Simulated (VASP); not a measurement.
Set up this calculation in VASP 6.6.1, as the native input.

```
Task                   : single point
Functional             : PBE
Dispersion             : D3(BJ)
Potentials or basis    : VASP PAW PBE potentials, release 64 (In_d, As)
Cutoff                 : 520 eV
k mesh                 : 10 × 10 × 10
Occupations            : gaussian, width 0.15 eV
Spin                   : no spin polarisation
Dipole correction      : no
Further INCAR settings : ALGO = Fast; EDIFF = 1e-07; NBANDS = 30
```

The structure of In3As lies in POSCAR:

```
In3As
1.0
    4.6021353856      0.0000000000      0.0000000000
    0.0000000000      4.4640713240      0.0000000000
    0.0000000000      0.0000000000      4.6021353856
In As
3 1
Direct
    0.0000000000      0.5000000000      0.5000000000
    0.5000000000      0.0000000000      0.5000000000
    0.5000000000      0.5000000000      0.0000000000
    0.0000000000      0.0000000000      0.0000000000
```

This cell differs from its parent crystal: strain -0.0300 x Voigt [0, 1, 0, 0, 0, 0].

The input as run:

INCAR

```
SYSTEM = In3As
PREC     = Accurate       ! precision mode
ENCUT    = 520            ! plane-wave cutoff, eV
EDIFF    = 1E-7           ! SCF threshold, eV
ISMEAR   = 0              ! smearing method
SIGMA    = 0.15           ! smearing width, eV
LREAL    = .FALSE.        ! projectors in reciprocal space
LASPH    = .TRUE.         ! aspherical terms in the spheres
NELM     = 100            ! most SCF steps
ALGO     = Fast           ! electronic algorithm
ISIF     = 2              ! what is computed and relaxed
LWAVE    = .FALSE.        ! write WAVECAR
LCHARG   = .TRUE.         ! write CHGCAR
GGA      = PE             ! functional
IVDW     = 12             ! dispersion correction
LELF     = .TRUE.         ! ELF
LVHAR    = .TRUE.       
NBANDS   = 30             ! bands
```

KPOINTS

```
regular mesh
0
G
  10 10 10
  0 0 0
```

Potentials or basis: VASP PAW PBE potentials, release 64 (In_d, As).

Command:

```sh
$ cat potpaw_PBE.64/In_d/POTCAR potpaw_PBE.64/As/POTCAR > POTCAR
$ mpirun -np 1 vasp_std > vasp.out
```

It gave:

```yaml
Pressure: 1.5 GPa
Band_gap_on_the_k_mesh: zero (band 22 reaches 8.32 eV, above the bottom of band 23 at 3.81 eV)
Dispersion_energy_per_atom: -0.376 eV
```

Caveat: the cell differs from its parent crystal (strain -0.0300 x Voigt [0, 1, 0, 0, 0, 0]); spin-orbit coupling is left out, which moves the levels of the heavy elements; pairwise dispersion overbinds metals, which lowers pressure and volume.

Run time: 16 min on 1 thread of AMD EPYC 7R13, on a shared host, peak memory 0.4 GiB.
